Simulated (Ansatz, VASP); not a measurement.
# TaN in VASP and in Ansatz

```xyz
4
Lattice="2.9877 0.0000 0.0000 -1.4939 2.5875 0.0000 0.0000 0.0000 4.8392" Properties=species:S:1:pos:R:3 pbc="T T T"
Ta    0.0000    1.7250    0.0000
Ta    1.4939    0.8625    2.4196
N     0.0000    1.7250    1.8631
N     1.4939    0.8625    4.2827
```

Change from the starting cell: volume scaled by 0.94.

Alike in both runs: task single point; functional PBE; k mesh 9 × 9 × 5; occupations fermi-dirac, width 0.01 eV; no spin polarisation.

```csv
,VASP,Ansatz
version,VASP 6.6.1,Ansatz 0.2.0
potentials or method,"VASP PAW PBE potentials, release 64 (Ta_pv, N), cutoff 520 eV","all-electron LAPW, scalar-relativistic"
```

Ansatz gave:

* pressure (GPa): 183.7
* traceless stress, the component that is largest in VASP (GPa): -20.99
* rms of the force components (eV/Å): 1.412

Problem. Estimate VASP's values.

Solution. Pressure (GPa): 191.1; traceless stress, the component that is largest in VASP (GPa): -21.83; rms of the force components (eV/Å): 1.448.

Atom by atom the forces differ by 0.036 eV/Å (rms over components). Both programs put the cell under a high pressure, so it lies far from rest at this level. Ansatz ran all-electron here, and VASP with PAW potentials.

Spin-orbit coupling is off throughout. Noted on VASP's run: the cell as given lies far from equilibrium.
